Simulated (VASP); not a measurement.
# PbS (R3m) in VASP: notebook

Aim: see how the results for PbS move with the level of theory and the settings. Levels: RPBE, PBEsol+D3(BJ), PBEsol+D4, RPBE+D3(BJ), PBE. Tasks: single point, relaxation of cell and atoms.

Everything below comes from runs of VASP 6.6.1. Logs are shortened: lines on timing, memory, paths and dates and some standing lists are left out, and cuts for length are marked.

## 1. The cell of the first run

The structure is trigonal, space group R3m (No. 160). Conventional cell: a = 4.225 Å, b = 4.225 Å, c = 10.356 Å, α = 90.00°, β = 90.00°, γ = 120.00°. Pb (site symmetry 3m) has 6 S at 2.96 to 3.02 Å within 3.9 Å. Within 3.9 Å of S (site symmetry 3m) lie 6 Pb at 2.96 to 3.02 Å.

## 2. Single point, RPBE

Contents of INCAR:

```
SYSTEM = PbS
ALGO = Normal ; EDIFF = 1E-6
ENCUT = 520 ; GGA = RP
ISIF = 2 ; ISMEAR = 0
LASPH = .True. ; LCHARG = .True.
LELF = .True. ; LREAL = .False.
LVHAR = .True. ; LWAVE = .False.
NBANDS = 17 ; NELM = 60
PREC = Accurate ; SIGMA = 0.02
```

Contents of KPOINTS:

```
k-points
0
Gamma
  8 8 8
  0 0 0
```

Contents of POSCAR:

```
PbS
1.0
    2.1126617058      1.2197458045      3.4519162518
   -2.1126617058      1.2197458045      3.4519162518
    0.0000000000     -2.4394916091      3.4519162518
Pb S
1 1
Direct
    0.9805657800      0.9805657800      0.9805657800
    0.4750355500      0.4750355500      0.4750355500
```

Potentials or basis: VASP PAW PBE potentials, release 64 (Pb_d, S).

Launch:

```
> cat potpaw_PBE.64/Pb_d/POTCAR potpaw_PBE.64/S/POTCAR > POTCAR
> mpirun -np 1 vasp_std > vasp.out
```

OUTCAR:

```text
SYSTEM = PbS
   EDIFF = 1E-6
   ENCUT = 520
   GGA = RP
   ISIF = 2
   ISMEAR = 0
   LASPH = .True.
   LREAL = .False.
   NELM = 60
   PREC = Accurate

 ion  position               nearest neighbor table
   1  0.981  0.981  0.981-   2 2.96   2 2.96   2 2.96   2 3.02   2 3.02   2 3.02
   2  0.475  0.475  0.475-   1 2.96   1 2.96   1 2.96   1 3.02   1 3.02   1 3.02

  LATTYP: Found a trigonal (rhomboedric) cell.
 ALAT       =     4.2269191050
 COS(alpha) =     0.5003774362

  Lattice vectors:

 A1 = (   2.1126617058,   1.2197458045,   3.4519162518)
 A2 = (  -2.1126617058,   1.2197458045,   3.4519162518)
 A3 = (   0.0000000000,  -2.4394916091,   3.4519162518)

Analysis of symmetry for initial positions (statically):
=====================================================================
 Subroutine PRICEL returns:
 Original cell was already a primitive cell.

 Routine SETGRP: Setting up the symmetry group for a
 trigonal (rhombohedral) supercell.

 Subroutine GETGRP returns: Found  6 space group operations
 (whereof  6 operations were pure point group operations)
 out of a pool of 12 trial point group operations.

The static configuration has the point symmetry C_3v.

Analysis of symmetry for dynamics (positions and initial velocities):
=====================================================================
 Subroutine PRICEL returns:
 Original cell was already a primitive cell.

 Routine SETGRP: Setting up the symmetry group for a
 trigonal (rhombohedral) supercell.

 Subroutine GETGRP returns: Found  6 space group operations
 (whereof  6 operations were pure point group operations)
 out of a pool of 12 trial point group operations.

The dynamic configuration has the point symmetry C_3v.

 Subroutine INISYM returns: Found  6 space group operations
 (whereof  6 operations are pure point group operations),
 and found     1 'primitive' translations

----------------------------------------------------------------------------------------

                                     Primitive cell

  volume of cell :      53.3717

  direct lattice vectors                    reciprocal lattice vectors
     2.112661706  1.219745805  3.451916252     0.236668274  0.136640492  0.096564722
    -2.112661706  1.219745805  3.451916252    -0.236668274  0.136640492  0.096564722
     0.000000000 -2.439491609  3.451916252     0.000000000 -0.273280984  0.096564722

  length of vectors
     4.226919105  4.226919105  4.226919105     0.289840028  0.289840028  0.289840028

  position of ions in fractional coordinates (direct lattice)
     0.980565780  0.980565780  0.980565780
     0.475035550  0.475035550  0.475035550

  ion indices of the primitive-cell ions
   primitive index   ion index
                 1           1
                 2           2

----------------------------------------------------------------------------------------

 KPOINTS: k-points

Automatic generation of k-mesh.
 Grid dimensions read from file:
 generate k-points for:    8    8    8

 Generating k-lattice:

  Cartesian coordinates                     Fractional coordinates (reciprocal lattice)
     0.029583534  0.017080061  0.012070590     0.125000000  0.000000000  0.000000000
    -0.029583534  0.017080061  0.012070590     0.000000000  0.125000000  0.000000000
     0.000000000 -0.034160123  0.012070590     0.000000000  0.000000000  0.125000000

  Length of vectors
     0.036230003  0.036230003  0.036230003

  Shift w.r.t. Gamma in fractional coordinates (k-lattice)
     0.000000000  0.000000000  0.000000000

 Subroutine IBZKPT returns following result:
 ===========================================

 Found     65 irreducible k-points:

 Following reciprocal coordinates:
            Coordinates               Weight
  0.000000  0.000000  0.000000      1.000000
  0.125000  0.000000  0.000000      6.000000
  0.250000  0.000000  0.000000      6.000000
  0.375000 -0.000000  0.000000      6.000000
  0.500000  0.000000  0.000000      3.000000
  0.125000  0.125000  0.000000      6.000000
[... 16 lines left out ...]
  0.250000  0.125000  0.125000      6.000000
  0.375000  0.125000  0.125000      6.000000
 [... further k-points ...]
   k-points           NKPTS =     65   k-points in BZ     NKDIM =     65   number of bands    NBANDS=     17
   number of dos      NEDOS =    301   number of ions     NIONS =      2
   total plane-waves  NPLWV =  32768
   dimension x,y,z NGX =    32 NGY =   32 NGZ =   32
   dimension x,y,z NGXF=    64 NGYF=   64 NGZF=   64
   ions per type =               1   1
   NGX,Y,Z   is equivalent  to a cutoff of  12.59, 12.59, 12.59 a.u.
   NGXF,Y,Z  is equivalent  to a cutoff of  25.17, 25.17, 25.17 a.u.
 SYSTEM =  PbS
   PREC   = accura    normal or accurate (medium, high low for compatibility)
   ISTART =      0    job   : 0-new  1-cont  2-samecut
   ICHARG =      2    charge: 1-file 2-atom 10-const
   ISPIN  =      1    spin polarized calculation?
   LNONCOLLINEAR =      F non collinear calculations
   LSORBIT =      F    spin-orbit coupling
   LASPH  =      T    aspherical Exc in radial PAW
   ENCUT  =  520.0 eV  38.22 Ry    6.18 a.u.   7.86  7.86  7.86*2*pi/ulx,y,z
   NELM   =     60;   NELMIN=  2; NELMDL= -5     # of ELM steps
   EDIFF  = 0.1E-05   stopping-criterion for ELM
   LREAL  =      F    real-space projection
   EDIFFG = 0.1E-04   stopping-criterion for IOM
   NSW    =      0    number of steps for IOM
   IBRION =     -1    ionic relax: 0-MD 1-quasi-New 2-CG
   NFREE  =      0    steps in history (QN), initial steepest desc. (CG)
   ISIF   =      2    stress and relaxation
   ISYM   =      2    0-nonsym 1-usesym 2-fastsym
   POTIM  = 0.5000    time-step for ionic-motion
   TEBEG  =    0.0;   TEEND  =   0.0 temperature during run
   PSTRESS=    0.0 pullay stress
   NELECT =      20.0000    total number of electrons
   NUPDOWN=      -1.0000    fix difference up-down
   EMIN   =  10.00;   EMAX   =-10.00  energy-range for DOS
   EFERMI =   0.00;   METHOD = LEGACY
   ISMEAR =     0;   SIGMA  =   0.02  broadening in eV -4-tet -1-fermi 0-gaus
   EFERMI_NEDOS =   21; number of points for ismear=-14 and -15
   IALGO  =     38    algorithm
   IMIX   =      4    mixing-type and parameters
     AMIX     =   0.40;   BMIX     =  1.00
     AMIX_MAG =   1.60;   BMIX_MAG =  1.00
  volume/ion in A,a.u.               =      26.69       180.08
  Fermi-wavevector in a.u.,A,eV,Ry     =   1.180270  2.230386 18.953411  1.393036
  Thomas-Fermi vector in A             =   2.316565
   LORBIT       =      0    0 simple, 1 ext, 2 COOP (PROOUT), +10 PAW based schemes
   GGA     = RP    functional components
   LHFCALC =     F    Hartree Fock is set to
   AEXX    =    0.0000 exact exchange contribution
   IVDW    =     0    specifies the selected vdW correction
   LEPSILON=     F    determine dielectric tensor
   LRPA    =     F    only Hartree local field effects (RPA)
 non-spin polarized calculation
 Gauss-broadening in eV      SIGMA  =   0.02
  energy-cutoff  :      520.00
  volume of cell :       53.37
 maximum number of plane-waves:      1459
   NGX = 15   NGY = 15   NGZ = 15

 number of electron      20.0000002 magnetization

 Free energy of the ion-electron system (eV)
  ---------------------------------------------------
  ext. energy  EPLUGINS =         0.00000000
  ---------------------------------------------------
  free energy    TOTEN  =        -8.08529076 eV

  energy without entropy =       -8.08529076  energy(sigma->0) =       -8.08529076

 E-fermi :   5.7343     XC(G=0):  -9.4048

 val. band max:        5.6219246920   @ k =   0.5000   0.0000   0.0000
 cond. band min:       6.1790565088   @ k =   0.5000   0.0000   0.0000
 fundamental gap:      0.5571318168
 Fermi energy:         5.7343499074

 k-point     1 :       0.0000    0.0000    0.0000
  band No.  band energies     occupation
      1     -11.2119      2.00000
      2     -11.2115      2.00000
      3     -11.2115      2.00000
      4     -11.1904      2.00000
      5     -11.1904      2.00000
      6      -7.7413      2.00000
[... 9 lines left out ...]
     16      12.5128      0.00000
     17      14.5599      0.00000

 k-point     2 :       0.1250    0.0000    0.0000
  band No.  band energies     occupation
      1     -11.2108      2.00000
      2     -11.2086      2.00000
      3     -11.2083      2.00000
      4     -11.1916      2.00000
      5     -11.1915      2.00000
      6      -7.6138      2.00000
[... 9 lines left out ...]
     16      12.8547      0.00000
     17      15.6626      0.00000

 k-point     3 :       0.2500    0.0000    0.0000
  band No.  band energies     occupation
      1     -11.2111      2.00000
      2     -11.2105      2.00000
      3     -11.2091      2.00000
      4     -11.1846      2.00000
      5     -11.1843      2.00000
      6      -7.2610      2.00000
[... 9 lines left out ...]
     16      13.6750      0.00000
     17      17.5904      0.00000

 k-point     4 :       0.3750   -0.0000    0.0000
  band No.  band energies     occupation
      1     -11.2191      2.00000
      2     -11.2185      2.00000
      3     -11.2082      2.00000
      4     -11.1717      2.00000
      5     -11.1713      2.00000
      6      -6.8076      2.00000
[... 9 lines left out ...]
     16      14.8787      0.00000
     17      17.4463      0.00000
[... 343 lines left out ...]
      1     -11.2111      2.00000
      2     -11.2083      2.00000
      3     -11.2083      2.00000
      4     -11.1915      2.00000
      5     -11.1915      2.00000
      6      -7.6143      2.00000
[... 9 lines left out ...]
     16      12.8469      0.00000
     17      15.6708      0.00000

 k-point    23 :       0.2500    0.1250    0.1250
  band No.  band energies     occupation
      1     -11.2107      2.00000
      2     -11.2071      2.00000
      3     -11.2028      2.00000
      4     -11.1999      2.00000
      5     -11.1852      2.00000
      6      -7.4095      2.00000
[... 9 lines left out ...]
     16      13.9624      0.00000
     17      15.2124      0.00000

 k-point    24 :       0.3750    0.1250    0.1250
  band No.  band energies     occupation
      1     -11.2164      2.00000
      2     -11.2099      2.00000
      3     -11.2070      2.00000
      4     -11.1877      2.00000
      5     -11.1773      2.00000
      6      -7.0119      2.00000
[... 9 lines left out ...]
     16      15.2930      0.00000
     17      16.5028      0.00000

 [... further k-points ...]
[... 5 lines left out ...]
  --------------------------------------------------------------------------------------
  -------------------------------------------------------------------------------------
  Total        0.9119335      0.9119335      0.9166429      0.0000000     -0.0000000      0.0000000
  in kB       27.3755562     27.3755562     27.5169291      0.0000000     -0.0000000      0.0000000
  external PRESSURE =      27.4226805 kB  Pullay stress =       0.0000000 kB

 VOLUME and BASIS-vectors are now :
 -----------------------------------------------------------------------------
  energy-cutoff  :      520.00
  volume of cell :       53.37
      direct lattice vectors                 reciprocal lattice vectors
     2.112661706  1.219745805  3.451916252     0.236668274  0.136640492  0.096564722
    -2.112661706  1.219745805  3.451916252    -0.236668274  0.136640492  0.096564722
     0.000000000 -2.439491609  3.451916252     0.000000000 -0.273280984  0.096564722

 POSITION                                       TOTAL-FORCE (eV/Angst)
 -----------------------------------------------------------------------------------
      0.00000     -0.00000     10.15449         0.000000      0.000000     -0.024865
      0.00000     -0.00000      4.91935         0.000000     -0.000000      0.024865
 -----------------------------------------------------------------------------------
    total drift:                                0.000000     -0.000000     -0.000051

  FREE ENERGIE OF THE ION-ELECTRON SYSTEM (eV)
  ---------------------------------------------------
  free  energy   TOTEN  =        -8.0852907571 eV

  energy  without entropy=       -8.0852907571  energy(sigma->0) =       -8.08529076
```

Wall time 32 s (1 thread of Intel Xeon 6975P-C, shared host); peak memory 0.21 GiB.

What came out:

```
Free energy            : -8.0853 eV
Pressure               : 2.7 GPa
Largest force          : 0.025 eV/Å
Band gap on the k mesh : 0.56 eV, direct
```

Forces in eV/Å, atoms in the order of the input:
```
Pb   0.000  0.000 -0.025
S    0.000  0.000  0.025
```

Levels at points of the mesh, in eV from the valence-band top:
| k point | band 7 | band 8 | band 9 | band 10 | band 11 | band 12 | band 13 | band 14 |
| --- | --- | --- | --- | --- | --- | --- | --- | --- |
| (0.00, 0.00, 0.00) | -6.01 | -2.05 | -2.05 | -2.04 | 5.20 | 5.22 | 5.22 | 6.87 |
| (0.50, 0.00, 0.00) | -8.66 | -1.68 | -1.68 | 0.00 | 0.56 | 2.10 | 2.10 | 8.81 |
| (0.50, 0.50, 0.00) | -7.12 | -4.93 | -3.26 | -3.26 | 4.07 | 5.60 | 5.68 | 5.71 |
| (0.50, 0.50, 0.50) | -8.65 | -1.68 | -1.68 | -0.03 | 0.58 | 2.10 | 2.10 | 8.80 |

Caveat: the PAW data sets were made with another functional, which shifts forces and pressure a little; spin-orbit coupling is left out, which moves the levels of the heavy elements. A k mesh can miss the band edges.

[end of part 1 of 2]
